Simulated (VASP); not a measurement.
# Ti (Cmmm) in VASP: single point with LDA

Aim: the single point of Ti with LDA.

Program: VASP 6.6.1. These are calculated values, not measurements. Logs are shortened: lines on timing, memory, paths and dates and some standing lists are left out, and cuts for length are marked.

## 1. The cell of the first run

The structure is orthorhombic, space group Cmmm (No. 65). The conventional cell has a = 3.187 Å, b = 4.509 Å, c = 4.468 Å, α = 90.00°, β = 90.00°, γ = 90.00°. Ti (site symmetry mmm) has 6 Ti at 2.76 to 3.19 Å within 3.6 Å.

## 2. Single point, LDA

The input, INCAR:

```
PREC = Accurate
ENCUT = 520
EDIFF = 1E-6
ISMEAR = -1
SIGMA = 0.05
LREAL = False
LASPH = True
NELM = 100
ALGO = Normal
ISIF = 2
LWAVE = False
LCHARG = True
GGA = CA
LELF = True
LVHAR = True
NBANDS = 12
```

The input, KPOINTS:

```
regular mesh
0
Gamma
  11 11 7
```

The input, POSCAR:

```
Ti
1.0
    1.5937252200     -2.2546343400      0.0000000000
    1.5937252200      2.2546343400      0.0000000000
    0.0000000000      0.0000000000      4.4681168000
Ti
1
Direct
    0.0000000000      0.0000000000      0.0000000000
```

Potentials or basis: VASP PAW LDA potentials, release 64 (Ti_sv).

Run with:

```bash
cat potpaw_LDA.64/Ti_sv/POTCAR > POTCAR
mpirun -np 1 vasp_std > vasp.out
```

OUTCAR:

```text
PREC = Accurate
   ENCUT = 520
   EDIFF = 1E-6
   ISMEAR = -1
   LREAL = False
   LASPH = True
   NELM = 100
   ISIF = 2
   GGA = CA

 ion  position               nearest neighbor table
   1  0.000  0.000  0.000-

  LATTYP: Found a base centered orthorhombic cell.
 ALAT       =     3.1874504400
 B/A-ratio  =     1.4146945231
 C/A-ratio  =     1.4017839286

  Lattice vectors:

 A1 = (   1.5937252200,  -2.2546343400,   0.0000000000)
 A2 = (   1.5937252200,   2.2546343400,   0.0000000000)
 A3 = (   0.0000000000,   0.0000000000,   4.4681168000)

Analysis of symmetry for initial positions (statically):
=====================================================================
 Subroutine PRICEL returns:
 Original cell was already a primitive cell.

 Routine SETGRP: Setting up the symmetry group for a
 base centered orthorhombic supercell.

 Subroutine GETGRP returns: Found  8 space group operations
 (whereof  8 operations were pure point group operations)
 out of a pool of  8 trial point group operations.

The static configuration has the point symmetry D_2h.

Analysis of symmetry for dynamics (positions and initial velocities):
=====================================================================
 Subroutine PRICEL returns:
 Original cell was already a primitive cell.

 Routine SETGRP: Setting up the symmetry group for a
 base centered orthorhombic supercell.

 Subroutine GETGRP returns: Found  8 space group operations
 (whereof  8 operations were pure point group operations)
 out of a pool of  8 trial point group operations.

The dynamic configuration has the point symmetry D_2h.

 Subroutine INISYM returns: Found  8 space group operations
 (whereof  8 operations are pure point group operations),
 and found     1 'primitive' translations

----------------------------------------------------------------------------------------

                                     Primitive cell

  volume of cell :      32.1103

  direct lattice vectors                    reciprocal lattice vectors
     1.593725220 -2.254634340  0.000000000     0.313730368 -0.221765450  0.000000000
     1.593725220  2.254634340  0.000000000     0.313730368  0.221765450  0.000000000
     0.000000000  0.000000000  4.468116800     0.000000000  0.000000000  0.223807936

  length of vectors
     2.761038950  2.761038950  4.468116800     0.384196120  0.384196120  0.223807936

  position of ions in fractional coordinates (direct lattice)
     0.000000000  0.000000000  0.000000000

  ion indices of the primitive-cell ions
   primitive index   ion index
                 1           1

----------------------------------------------------------------------------------------

 KPOINTS: regular mesh

Automatic generation of k-mesh.
 Grid dimensions read from file:
 generate k-points for:   11   11    7

 Generating k-lattice:

  Cartesian coordinates                     Fractional coordinates (reciprocal lattice)
     0.028520943 -0.020160495  0.000000000     0.090909091  0.000000000  0.000000000
     0.028520943  0.020160495  0.000000000     0.000000000  0.090909091  0.000000000
     0.000000000  0.000000000  0.031972562     0.000000000  0.000000000  0.142857143

  Length of vectors
     0.034926920  0.034926920  0.031972562

  Shift w.r.t. Gamma in fractional coordinates (k-lattice)
     0.000000000  0.000000000  0.000000000

 Subroutine IBZKPT returns following result:
 ===========================================

 Found    144 irreducible k-points:

 Following reciprocal coordinates:
            Coordinates               Weight
  0.000000  0.000000  0.000000      1.000000
  0.090909  0.000000  0.000000      4.000000
  0.181818 -0.000000  0.000000      4.000000
  0.272727 -0.000000  0.000000      4.000000
  0.363636 -0.000000  0.000000      4.000000
  0.454545 -0.000000  0.000000      4.000000
[... 16 lines left out ...]
 -0.272727  0.181818  0.000000      4.000000
 -0.181818  0.181818  0.000000      2.000000
 [... further k-points ...]
   k-points           NKPTS =    144   k-points in BZ     NKDIM =    144   number of bands    NBANDS=     12
   number of dos      NEDOS =    301   number of ions     NIONS =      1
   total plane-waves  NPLWV =  20736
   dimension x,y,z NGX =    24 NGY =   24 NGZ =   36
   dimension x,y,z NGXF=    48 NGYF=   48 NGZF=   72
   ions per type =               1
   NGX,Y,Z   is equivalent  to a cutoff of  14.45, 14.45, 13.39 a.u.
   NGXF,Y,Z  is equivalent  to a cutoff of  28.90, 28.90, 26.79 a.u.
 SYSTEM =  unknown system
   PREC   = accura    normal or accurate (medium, high low for compatibility)
   ISTART =      0    job   : 0-new  1-cont  2-samecut
   ICHARG =      2    charge: 1-file 2-atom 10-const
   ISPIN  =      1    spin polarized calculation?
   LNONCOLLINEAR =      F non collinear calculations
   LSORBIT =      F    spin-orbit coupling
   LASPH  =      T    aspherical Exc in radial PAW
   ENCUT  =  520.0 eV  38.22 Ry    6.18 a.u.   5.13  5.13  8.31*2*pi/ulx,y,z
   NELM   =    100;   NELMIN=  2; NELMDL= -5     # of ELM steps
   EDIFF  = 0.1E-05   stopping-criterion for ELM
   LREAL  =      F    real-space projection
   EDIFFG = 0.1E-04   stopping-criterion for IOM
   NSW    =      0    number of steps for IOM
   IBRION =     -1    ionic relax: 0-MD 1-quasi-New 2-CG
   NFREE  =      0    steps in history (QN), initial steepest desc. (CG)
   ISIF   =      2    stress and relaxation
   ISYM   =      2    0-nonsym 1-usesym 2-fastsym
   POTIM  = 0.5000    time-step for ionic-motion
   TEBEG  =    0.0;   TEEND  =   0.0 temperature during run
   PSTRESS=    0.0 pullay stress
   NELECT =      12.0000    total number of electrons
   NUPDOWN=      -1.0000    fix difference up-down
   EMIN   =  10.00;   EMAX   =-10.00  energy-range for DOS
   EFERMI =   0.00;   METHOD = LEGACY
   ISMEAR =    -1;   SIGMA  =   0.05  broadening in eV -4-tet -1-fermi 0-gaus
   EFERMI_NEDOS =   21; number of points for ismear=-14 and -15
   IALGO  =     38    algorithm
   IMIX   =      4    mixing-type and parameters
     AMIX     =   0.40;   BMIX     =  1.00
     AMIX_MAG =   1.60;   BMIX_MAG =  1.00
  volume/ion in A,a.u.               =      32.11       216.69
  Fermi-wavevector in a.u.,A,eV,Ry     =   1.179199  2.228364 18.919051  1.390511
  Thomas-Fermi vector in A             =   2.315515
   LORBIT       =      0    0 simple, 1 ext, 2 COOP (PROOUT), +10 PAW based schemes
   GGA     = CA    functional components
   LHFCALC =     F    Hartree Fock is set to
   AEXX    =    0.0000 exact exchange contribution
   IVDW    =     0    specifies the selected vdW correction
   LEPSILON=     F    determine dielectric tensor
   LRPA    =     F    only Hartree local field effects (RPA)
 non-spin polarized calculation
  energy-cutoff  :      520.00
  volume of cell :       32.11
 maximum number of plane-waves:       879
 NGX is ok and might be reduce to    24
   NGX = 11   NGY = 11   NGZ = 17

 number of electron      12.0000001 magnetization

 Free energy of the ion-electron system (eV)
  ---------------------------------------------------
  ext. energy  EPLUGINS =         0.00000000
  ---------------------------------------------------
  free energy    TOTEN  =        -6.63053659 eV

  energy without entropy =       -6.60741469  energy(sigma->0) =       -6.61897564

 E-fermi :   2.6124     XC(G=0):  -8.7362

 val. band max:        2.6116525320   @ k =   0.4545   0.2727   0.1429
 cond. band min:       2.6225263560   @ k =  -0.3636   0.1818   0.4286
 fundamental gap:      0.0108738240
 Fermi energy:         2.6124383970

 k-point     1 :       0.0000    0.0000    0.0000
  band No.  band energies     occupation
      1     -53.6560      2.00000
      2     -30.4288      2.00000
      3     -29.9655      2.00000
      4     -29.7466      2.00000
      5      -1.6268      2.00000
      6       1.8940      2.00000
      7       2.4832      1.85971
      8       4.8730      0.00000
      9       4.9303      0.00000
     10       5.2843      0.00000
     11       5.9834      0.00000
     12      10.5594      0.00000

 k-point     2 :       0.0909    0.0000    0.0000
  band No.  band energies     occupation
      1     -53.6490      2.00000
      2     -30.4228      2.00000
      3     -29.9919      2.00000
      4     -29.7719      2.00000
      5      -1.4025      2.00000
      6       2.0090      1.99999
      7       2.5242      1.70760
      8       4.4166      0.00000
      9       4.8517      0.00000
     10       5.1664      0.00000
     11       6.7119      0.00000
     12      10.6237      0.00000

 k-point     3 :       0.1818   -0.0000    0.0000
  band No.  band energies     occupation
      1     -53.6302      2.00000
      2     -30.4066      2.00000
      3     -30.0854      2.00000
      4     -29.8158      2.00000
      5      -0.7709      2.00000
      6       2.2391      1.99886
      7       2.6943      0.32542
      8       3.6384      0.00000
      9       4.8848      0.00000
     10       5.1142      0.00000
     11       7.8472      0.00000
     12      10.8178      0.00000

 k-point     4 :       0.2727   -0.0000    0.0000
  band No.  band energies     occupation
      1     -53.6054      2.00000
      2     -30.3854      2.00000
      3     -30.2347      2.00000
      4     -29.8437      2.00000
      5       0.1205      2.00000
      6       2.3459      1.99037
      7       2.9827      0.00122
      8       3.1359      0.00006
      9       5.0659      0.00000
     10       5.1126      0.00000
     11       9.0937      0.00000
     12      11.1250      0.00000

 k-point     5 :       0.3636   -0.0000    0.0000
  band No.  band energies     occupation
      1     -53.5826      2.00000
      2     -30.3802      2.00000
      3     -30.3658      2.00000
      4     -29.8581      2.00000
      5       0.8832      2.00000
      6       2.5161      1.74585
      7       2.6576      0.57678
      8       3.6466      0.00000
      9       5.0268      0.00000
     10       5.4589      0.00000
     11      10.3731      0.00000
     12      10.3927      0.00000
[... 228 lines left out ...]
      1     -53.5527      2.00000
      2     -30.4160      2.00000
      3     -30.3418      2.00000
      4     -30.0100      2.00000
      5       2.0828      1.99995
      6       2.3081      1.99546
      7       2.5343      1.65331
      8       3.5627      0.00000
      9       4.4014      0.00000
     10       6.4001      0.00000
     11      10.1507      0.00000
     12      11.8216      0.00000

 k-point    22 :      -0.3636    0.1818    0.0000
  band No.  band energies     occupation
      1     -53.5681      2.00000
      2     -30.3553      2.00000
      3     -30.3161      2.00000
      4     -29.9987      2.00000
      5       1.1497      2.00000
      6       2.5889      1.23137
      7       2.7812      0.06621
      8       3.2091      0.00001
      9       4.5237      0.00000
     10       5.4023      0.00000
     11      10.5056      0.00000
     12      11.7335      0.00000

 k-point    23 :      -0.2727    0.1818    0.0000
  band No.  band energies     occupation
      1     -53.5905      2.00000
      2     -30.3742      2.00000
      3     -30.1662      2.00000
      4     -29.9942      2.00000
      5       0.2097      2.00000
      6       2.8199      0.03105
      7       3.1209      0.00008
      8       3.2089      0.00001
      9       4.3812      0.00000
     10       4.5786      0.00000
     11       9.3448      0.00000
     12      11.2821      0.00000

 k-point    24 :      -0.1818    0.1818    0.0000
  band No.  band energies     occupation
      1     -53.6125      2.00000
      2     -30.3926      2.00000
      3     -30.0505      2.00000
      4     -29.9598      2.00000
      5      -0.4779      2.00000
      6       2.5107      1.76888
      7       3.4001      0.00000
      8       3.6704      0.00000
      9       3.8596      0.00000
     10       4.6290      0.00000
     11       8.4288      0.00000
     12      10.9795      0.00000

 [... further k-points ...]
[... 5 lines left out ...]
  --------------------------------------------------------------------------------------
  -------------------------------------------------------------------------------------
  Total       -2.9257859     -2.4825967     -2.0504595      0.0000000      0.0000000      0.0000000
  in kB     -145.9852750   -123.8718675   -102.3099099      0.0000000      0.0000000      0.0000000
  external PRESSURE =    -124.0556842 kB  Pullay stress =       0.0000000 kB

 VOLUME and BASIS-vectors are now :
 -----------------------------------------------------------------------------
  energy-cutoff  :      520.00
  volume of cell :       32.11
      direct lattice vectors                 reciprocal lattice vectors
     1.593725220 -2.254634340  0.000000000     0.313730368 -0.221765450  0.000000000
     1.593725220  2.254634340  0.000000000     0.313730368  0.221765450  0.000000000
     0.000000000  0.000000000  4.468116800     0.000000000  0.000000000  0.223807936

 POSITION                                       TOTAL-FORCE (eV/Angst)
 -----------------------------------------------------------------------------------
      0.00000      0.00000      0.00000         0.000000      0.000000      0.000000
 -----------------------------------------------------------------------------------
    total drift:                                0.000000     -0.000000     -0.000000

  FREE ENERGIE OF THE ION-ELECTRON SYSTEM (eV)
  ---------------------------------------------------
  free  energy   TOTEN  =        -6.6305365934 eV

  energy  without entropy=       -6.6074146858  energy(sigma->0) =       -6.61897564
```

Run time: 28 s. Hardware: 1 thread of AMD EPYC 9R14 (Zen 4), shared host; peak memory 0.14 GiB.

What came out:

```yaml
Free_energy: -6.6305 eV
Pressure: -12.4 GPa
Band_gap_on_the_k_mesh: zero (band 6 reaches 2.95 eV, above the bottom of band 7 at 2.43 eV)
```

Stress tensor (GPa, compression positive):
```
-14.60   0.00   0.00
  0.00 -12.39   0.00
  0.00   0.00 -10.23
```
